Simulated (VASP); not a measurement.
# CdF2 (R3m) in VASP: notebook

The runs below take CdF2 through electric field gradients, with PBE.

Everything below comes from runs of VASP 6.6.1. Logs are shortened: lines on timing, memory, paths and dates and some standing lists are left out, and cuts for length are marked.

## (1) The cell of the first run

Symmetry: R3m, No. 160, trigonal system. The conventional cell has a = 3.819 Å, b = 3.819 Å, c = 9.355 Å, α = 90.00°, β = 90.00°, γ = 120.00°. Cd (site symmetry 3m) has 4 F at 1.64 to 2.25 Å within 2.3 Å. Within 2.2 Å of F (site symmetry 3m) lie 1 Cd at 1.64 Å. F (site symmetry 3m) has 4 Cd at 2.25 to 2.69 Å and 6 F at 2.51 to 2.92 Å within 3.0 Å.

## (2) Electric field gradients, PBE (shortest bond scaled by 0.7)

INCAR

```
SYSTEM = CdF2
PREC = Accurate ; ENCUT = 520
EDIFF = 1E-8 ; ISMEAR = -1
SIGMA = 0.03 ; LREAL = .False.
LASPH = .True. ; NELM = 120
ALGO = Normal ; ISIF = 2
LWAVE = .False. ; LCHARG = .False.
GGA = PE ; LEFG = .True.
NBANDS = 24 ; GGA_COMPAT = .False.
```

KPOINTS

```
regular mesh
0
Gamma
  7 7 7
  0 0 0
```

POSCAR

```
CdF2
1.0
    0.0000000000      2.7005188915      2.7005188915
    2.7005188915      0.0000000000      2.7005188915
    2.7005188915      2.7005188915      0.0000000000
Cd F
1 2
Direct
   -0.1125000000      0.0375000000      0.0375000000
    0.3625000000      0.2125000000      0.2125000000
    0.7500000000      0.7500000000      0.7500000000
```

Potentials or basis: VASP PAW PBE potentials, release 64 (Cd_sv_GW, F).

Launch:

```
$ cat potpaw_PBE.64/Cd_sv_GW/POTCAR potpaw_PBE.64/F/POTCAR > POTCAR
$ mpirun -np 1 vasp_std > vasp.out
```

OUTCAR:

```text
SYSTEM = CdF2
   PREC = Accurate
   ENCUT = 520
   EDIFF = 1E-8
   ISMEAR = -1
   LREAL = .False.
   LASPH = .True.
   NELM = 120
   ISIF = 2
   GGA = PE

 ion  position               nearest neighbor table
   1  0.888  0.038  0.038-   2 1.64   3 2.25   3 2.25   3 2.25
   2  0.362  0.212  0.212-   1 1.64
   3  0.750  0.750  0.750-   1 2.25   1 2.25   1 2.25

  LATTYP: Found a face centered cubic cell.
 ALAT       =     5.4010377830

  Lattice vectors:

 A1 = (   0.0000000000,   2.7005188915,   2.7005188915)
 A2 = (   2.7005188915,   0.0000000000,   2.7005188915)
 A3 = (   2.7005188915,   2.7005188915,   0.0000000000)

Analysis of symmetry for initial positions (statically):
=====================================================================
 Subroutine PRICEL returns:
 Original cell was already a primitive cell.

 Routine SETGRP: Setting up the symmetry group for a
 face centered cubic supercell.

 Subroutine GETGRP returns: Found  6 space group operations
 (whereof  6 operations were pure point group operations)
 out of a pool of 48 trial point group operations.

The static configuration has the point symmetry C_3v.

Analysis of symmetry for dynamics (positions and initial velocities):
=====================================================================
 Subroutine PRICEL returns:
 Original cell was already a primitive cell.

 Routine SETGRP: Setting up the symmetry group for a
 face centered cubic supercell.

 Subroutine GETGRP returns: Found  6 space group operations
 (whereof  6 operations were pure point group operations)
 out of a pool of 48 trial point group operations.

The dynamic configuration has the point symmetry C_3v.

 Subroutine INISYM returns: Found  6 space group operations
 (whereof  6 operations are pure point group operations),
 and found     1 'primitive' translations

----------------------------------------------------------------------------------------

                                     Primitive cell

  volume of cell :      39.3887

[... 125 lines left out ...]
   NGX = 15   NGY = 15   NGZ = 15

 number of electron      33.9999977 magnetization

 Free energy of the ion-electron system (eV)
  ---------------------------------------------------
  ext. energy  EPLUGINS =         0.00000000
  ---------------------------------------------------
  free energy    TOTEN  =        -7.51002889 eV

  energy without entropy =       -7.51002889  energy(sigma->0) =       -7.51002889

 E-fermi :   2.2645     XC(G=0): -10.4003

 val. band max:        1.5699462068   @ k =   0.0000  -0.4286   0.4286
 cond. band min:       3.8782144089   @ k =   0.0000   0.0000   0.0000
 fundamental gap:      2.3082682021
 Fermi energy:         2.2644699698

 k-point     1 :       0.0000    0.0000    0.0000
  band No.  band energies     occupation
      1     -97.8155      2.00000
      2     -59.0895      2.00000
      3     -58.9051      2.00000
      4     -58.9051      2.00000
      5     -21.2004      2.00000
      6     -19.4337      2.00000
[... 637 lines left out ...]
     23      20.7530      0.00000
     24      20.8466      0.00000

 [... further k-points ...]

------------------------ aborting loop because EDIFF is reached ----------------------------------------

  FORCE on cell =-STRESS in cart. coord.  units (eV):
  Direction    XX          YY          ZZ          XY          YZ          ZX
  --------------------------------------------------------------------------------------
  -------------------------------------------------------------------------------------
  Total       11.2695112     11.2695112     11.2695112     -8.7216065      8.7216065     -8.7216065
  in kB      458.3993635    458.3993635    458.3993635   -354.7606289    354.7606289   -354.7606289
  external PRESSURE =     458.3993635 kB  Pullay stress =       0.0000000 kB

 VOLUME and BASIS-vectors are now :
 -----------------------------------------------------------------------------
  energy-cutoff  :      520.00
  volume of cell :       39.39
      direct lattice vectors                 reciprocal lattice vectors
     0.000000000  2.700518891  2.700518891    -0.185149603  0.185149603  0.185149603
     2.700518891  0.000000000  2.700518891     0.185149603 -0.185149603  0.185149603
     2.700518891  2.700518891  0.000000000     0.185149603  0.185149603 -0.185149603

 POSITION                                       TOTAL-FORCE (eV/Angst)
 -----------------------------------------------------------------------------------
      0.20254      2.49798      2.49798       -10.700194     10.700194     10.700194
      1.14772      1.55280      1.55280        10.775267    -10.775267    -10.775267
      4.05078      4.05078      4.05078        -0.075073      0.075073      0.075073
 -----------------------------------------------------------------------------------
    total drift:                               -0.000089      0.000085      0.000085

  FREE ENERGIE OF THE ION-ELECTRON SYSTEM (eV)
  ---------------------------------------------------
  free  energy   TOTEN  =        -7.5100288896 eV

  energy  without entropy=       -7.5100288895  energy(sigma->0) =       -7.51002889

 Electric field gradients (V/A^2)
---------------------------------------------------------------------
 ion       V_xx      V_yy      V_zz      V_xy      V_xz      V_yz
---------------------------------------------------------------------
   1      -0.000     0.000     0.000   142.446   142.446  -142.454
   2       0.003    -0.001    -0.001   -28.427   -28.427    28.441
   3       0.000    -0.000    -0.000     5.626     5.626    -5.609
---------------------------------------------------------------------

 Electric field gradients after diagonalization (V/A^2)
 (convention: |V_zz| > |V_xx| > |V_yy|)
----------------------------------------------------------------------
 ion       V_xx      V_yy      V_zz     asymmetry (V_yy - V_xx)/ V_zz
----------------------------------------------------------------------
   1     142.455   142.442  -284.897       0.000
   2     -28.442   -28.421    56.863       0.000
   3       5.632     5.609   -11.241       0.002
----------------------------------------------------------------------

           NMR quadrupolar parameters

 Cq : quadrupolar parameter    Cq=e*Q*V_zz/h
 eta: asymmetry parameters     (V_yy - V_xx)/ V_zz
 Q  : nuclear electric quadrupole moment in mb (millibarn)
----------------------------------------------------------------------
 ion       Cq(MHz)       eta       Q (mb)
----------------------------------------------------------------------
   1      -0.689       0.000       1.000
   2       0.137       0.000       1.000
   3      -0.027       0.002       1.000
----------------------------------------------------------------------
```

stdout:

```text
POSCAR found type information on POSCAR CdF
 POSCAR found :  2 types and       3 ions
 scaLAPACK will be used
 LDA part: xc-table for (Slater+PW92), standard interpolation
 POSCAR, INCAR and KPOINTS ok, starting setup
 FFT: planning ... GRIDC
 FFT: planning ... GRID_SOFT
 FFT: planning ... GRID
 WAVECAR not read
 entering main loop
ion   1

ion   2

ion   3
```

Wall time 25 s (1 thread of AMD EPYC 9R45 (Zen 5), shared host); peak memory 0.16 GiB.

What came out:

```
Free energy                             : -7.5100 eV
Pressure                                : 45.8 GPa
Largest force                           : 18.663 eV/Å
Band gap on the k mesh                  : 2.31 eV (least direct gap 2.92 eV)
Largest electric field gradient by atom : Cd -284.9; F +56.9, -11.2 V/Å²
```

Forces in eV/Å, atoms in the order of the input:
```
Cd  -10.700  10.700  10.700
F    10.775 -10.775 -10.775
F    -0.075   0.075   0.075
```

Levels at points of the mesh, in eV from the valence-band top:
```
           k point  band 14  band 15  band 16  band 17  band 18  band 19  band 20  band 21
(0.00, 0.00, 0.00)    -1.55    -1.41    -1.41    -0.61     2.31    11.88    11.88    13.67
```

Electric field gradients, principal values (V/Å²):
```csv
atom,least,middle,greatest (by size)
1 Cd,142.442,142.455,-284.897
2 F,-28.421,-28.442,56.863
3 F,5.609,5.632,-11.241
```

Caveat: the cell differs from its parent crystal (shortest bond scaled by 0.7); the cell stands under pressure; without QUAD_EFG the Cq values of the log hold for a quadrupole moment of 1 mb, not for the nuclei; forces of over 1 eV/Å act on the atoms, so gaps and moduli don't describe the material at rest.

## (3) Electric field gradients, PBE (shortest bond scaled by 0.58)

INCAR

```
  PREC = Accurate
  ENCUT = 520
  EDIFF = 1E-8
  ISMEAR = -1
  SIGMA = 0.03
  LREAL = F
  LASPH = T
  NELM = 120
  ALGO = Normal
  ISIF = 2
  LWAVE = F
  LCHARG = F
  GGA = PE
  LEFG = T
  NBANDS = 24
  GGA_COMPAT = F
```

KPOINTS

```
Automatic mesh
0
Gamma
  7 7 7
```

POSCAR

```
CdF2
1.0
    0.0000000000      2.7005188915      2.7005188915
    2.7005188915      0.0000000000      2.7005188915
    2.7005188915      2.7005188915      0.0000000000
Cd F
1 2
Direct
   -0.1575000000      0.0525000000      0.0525000000
    0.4075000000      0.1975000000      0.1975000000
    0.7500000000      0.7500000000      0.7500000000
```

Potentials or basis: VASP PAW PBE potentials, release 64 (Cd_sv_GW, F).

Launch:

```
$ cat potpaw_PBE.64/Cd_sv_GW/POTCAR potpaw_PBE.64/F/POTCAR > POTCAR
$ mpirun -np 1 vasp_std > vasp.out
```

OUTCAR:

```text
PREC = Accurate
   ENCUT = 520
   EDIFF = 1E-8
   ISMEAR = -1
   LREAL = F
   LASPH = T
   NELM = 120
   ISIF = 2
   GGA = PE

 ion  position               nearest neighbor table
   1  0.843  0.053  0.053-   2 1.36   3 2.22   3 2.22   3 2.22
   2  0.407  0.197  0.197-   1 1.36
   3  0.750  0.750  0.750-   1 2.22   1 2.22   1 2.22

  LATTYP: Found a face centered cubic cell.
 ALAT       =     5.4010377830

  Lattice vectors:

 A1 = (   0.0000000000,   2.7005188915,   2.7005188915)
 A2 = (   2.7005188915,   0.0000000000,   2.7005188915)
 A3 = (   2.7005188915,   2.7005188915,   0.0000000000)

Analysis of symmetry for initial positions (statically):
=====================================================================
 Subroutine PRICEL returns:
 Original cell was already a primitive cell.

 Routine SETGRP: Setting up the symmetry group for a
 face centered cubic supercell.

 Subroutine GETGRP returns: Found  6 space group operations
 (whereof  6 operations were pure point group operations)
 out of a pool of 48 trial point group operations.

The static configuration has the point symmetry C_3v.

Analysis of symmetry for dynamics (positions and initial velocities):
=====================================================================
 Subroutine PRICEL returns:
 Original cell was already a primitive cell.

 Routine SETGRP: Setting up the symmetry group for a
 face centered cubic supercell.

 Subroutine GETGRP returns: Found  6 space group operations
 (whereof  6 operations were pure point group operations)
 out of a pool of 48 trial point group operations.

The dynamic configuration has the point symmetry C_3v.

 Subroutine INISYM returns: Found  6 space group operations
 (whereof  6 operations are pure point group operations),
 and found     1 'primitive' translations

----------------------------------------------------------------------------------------

                                     Primitive cell

  volume of cell :      39.3887

  direct lattice vectors                    reciprocal lattice vectors
     0.000000000  2.700518891  2.700518891    -0.185149603  0.185149603  0.185149603
     2.700518891  0.000000000  2.700518891     0.185149603 -0.185149603  0.185149603
     2.700518891  2.700518891  0.000000000     0.185149603  0.185149603 -0.185149603

  length of vectors
     3.819110442  3.819110442  3.819110442     0.320688519  0.320688519  0.320688519

  position of ions in fractional coordinates (direct lattice)
     0.842500000  0.052500000  0.052500000
     0.407500000  0.197500000  0.197500000
     0.750000000  0.750000000  0.750000000

  ion indices of the primitive-cell ions
   primitive index   ion index
                 1           1
                 2           2
                 3           3

----------------------------------------------------------------------------------------

 KPOINTS: Automatic mesh

Automatic generation of k-mesh.
 Grid dimensions read from file:
[... 74 lines left out ...]
   TEBEG  =    0.0;   TEEND  =   0.0 temperature during run
   PSTRESS=    0.0 pullay stress
   NELECT =      34.0000    total number of electrons
   NUPDOWN=      -1.0000    fix difference up-down
   EMIN   =  10.00;   EMAX   =-10.00  energy-range for DOS
   EFERMI =   0.00;   METHOD = LEGACY
   ISMEAR =    -1;   SIGMA  =   0.03  broadening in eV -4-tet -1-fermi 0-gaus
   EFERMI_NEDOS =   21; number of points for ismear=-14 and -15
   IALGO  =     38    algorithm
   IMIX   =      4    mixing-type and parameters
     AMIX     =   0.40;   BMIX     =  1.00
     AMIX_MAG =   1.60;   BMIX_MAG =  1.00
  volume/ion in A,a.u.               =      13.13        88.60
  Fermi-wavevector in a.u.,A,eV,Ry     =   1.558753  2.945616 33.058216  2.429710
  Thomas-Fermi vector in A             =   2.662211
   LORBIT       =      0    0 simple, 1 ext, 2 COOP (PROOUT), +10 PAW based schemes
   GGA     = PE    functional components
   LHFCALC =     F    Hartree Fock is set to
   AEXX    =    0.0000 exact exchange contribution
   IVDW    =     0    specifies the selected vdW correction
   LEPSILON=     F    determine dielectric tensor
   LRPA    =     F    only Hartree local field effects (RPA)
 non-spin polarized calculation
  energy-cutoff  :      520.00
  volume of cell :       39.39
 maximum number of plane-waves:      1073
   NGX = 15   NGY = 15   NGZ = 15

 number of electron      33.9999970 magnetization

 Free energy of the ion-electron system (eV)
  ---------------------------------------------------
  ext. energy  EPLUGINS =         0.00000000
  ---------------------------------------------------
  free energy    TOTEN  =         3.45747520 eV

  energy without entropy =        3.45747520  energy(sigma->0) =        3.45747520

 E-fermi :   3.9649     XC(G=0): -10.3152

 val. band max:        3.4437425874   @ k =   0.0000  -0.2857   0.2857
 cond. band min:       4.3944946471   @ k =   0.0000   0.0000   0.0000
 fundamental gap:      0.9507520596
 Fermi energy:         3.9649122082

 k-point     1 :       0.0000    0.0000    0.0000
  band No.  band energies     occupation
      1     -98.5266      2.00000
      2     -60.8374      2.00000
      3     -59.3429      2.00000
      4     -59.3429      2.00000
      5     -23.4185      2.00000
      6     -19.3447      2.00000
[... 637 lines left out ...]
     23      20.5266      0.00000
     24      20.7458      0.00000

 [... further k-points ...]

------------------------ aborting loop because EDIFF is reached ----------------------------------------

  FORCE on cell =-STRESS in cart. coord.  units (eV):
  Direction    XX          YY          ZZ          XY          YZ          ZX
  --------------------------------------------------------------------------------------
  -------------------------------------------------------------------------------------
  Total       34.5574777     34.5574777     34.5574777    -29.4905281     29.4905281    -29.4905281
  in kB     1405.6621925   1405.6621925   1405.6621925  -1199.5586253   1199.5586253  -1199.5586253
  external PRESSURE =    1405.6621925 kB  Pullay stress =       0.0000000 kB

 VOLUME and BASIS-vectors are now :
 -----------------------------------------------------------------------------
  energy-cutoff  :      520.00
  volume of cell :       39.39
      direct lattice vectors                 reciprocal lattice vectors
     0.000000000  2.700518891  2.700518891    -0.185149603  0.185149603  0.185149603
     2.700518891  0.000000000  2.700518891     0.185149603 -0.185149603  0.185149603
     2.700518891  2.700518891  0.000000000     0.185149603  0.185149603 -0.185149603

 POSITION                                       TOTAL-FORCE (eV/Angst)
 -----------------------------------------------------------------------------------
      0.28355      2.41696      2.41696       -40.477058     40.477058     40.477058
      1.06670      1.63381      1.63381        40.455759    -40.455759    -40.455759
      4.05078      4.05078      4.05078         0.021299     -0.021299     -0.021299
 -----------------------------------------------------------------------------------
    total drift:                                0.000284     -0.000271     -0.000271

  FREE ENERGIE OF THE ION-ELECTRON SYSTEM (eV)
  ---------------------------------------------------
  free  energy   TOTEN  =         3.4574751964 eV

  energy  without entropy=        3.4574752000  energy(sigma->0) =        3.45747520

 Electric field gradients (V/A^2)
---------------------------------------------------------------------
 ion       V_xx      V_yy      V_zz      V_xy      V_xz      V_yz
---------------------------------------------------------------------
   1      -0.000     0.000     0.000   236.520   236.520  -236.529
   2       0.002    -0.001    -0.001   -38.924   -38.924    38.939
   3       0.000    -0.000    -0.000    -4.288    -4.288     4.305
---------------------------------------------------------------------

 Electric field gradients after diagonalization (V/A^2)
 (convention: |V_zz| > |V_xx| > |V_yy|)
----------------------------------------------------------------------
 ion       V_xx      V_yy      V_zz     asymmetry (V_yy - V_xx)/ V_zz
----------------------------------------------------------------------
   1     236.529   236.517  -473.046       0.000
   2     -38.940   -38.918    77.857       0.000
   3      -4.305    -4.282     8.587       0.003
----------------------------------------------------------------------

           NMR quadrupolar parameters

 Cq : quadrupolar parameter    Cq=e*Q*V_zz/h
 eta: asymmetry parameters     (V_yy - V_xx)/ V_zz
 Q  : nuclear electric quadrupole moment in mb (millibarn)
----------------------------------------------------------------------
 ion       Cq(MHz)       eta       Q (mb)
----------------------------------------------------------------------
   1      -1.144       0.000       1.000
   2       0.188       0.000       1.000
   3       0.021       0.003       1.000
----------------------------------------------------------------------
```

It took 22 s on 1 thread of Intel Xeon 6975P-C (Granite Rapids), shared host; peak memory 0.19 GiB.

Results:

| Item | Value |
| --- | --- |
| Free energy | 3.4575 eV |
| Pressure | 140.6 GPa |
| Largest force | 70.108 eV/Å |
| Band gap on the k mesh | 0.95 eV (least direct gap 2.06 eV) |
| Largest electric field gradient by atom | Cd -473.0; F +77.9, +8.6 V/Å² |

Forces in eV/Å, atoms in the order of the input:
```
Cd  -40.477  40.477  40.477
F    40.456 -40.456 -40.456
F     0.021  -0.021  -0.021
```

Electric field gradients, principal values (V/Å²):
| atom | least | middle | greatest (by size) |
| --- | --- | --- | --- |
| 1 Cd | 236.517 | 236.529 | -473.046 |
| 2 F | -38.918 | -38.940 | 77.857 |
| 3 F | -4.282 | -4.305 | 8.587 |

Caveat: the cell differs from its parent crystal (shortest bond scaled by 0.58); atoms lie so close that the PAW spheres overlap strongly, which falsifies energies and pressures; the cell stands under pressure; without QUAD_EFG the Cq values of the log hold for a quadrupole moment of 1 mb, not for the nuclei; forces of over 1 eV/Å act on the atoms, so gaps and moduli don't describe the material at rest.
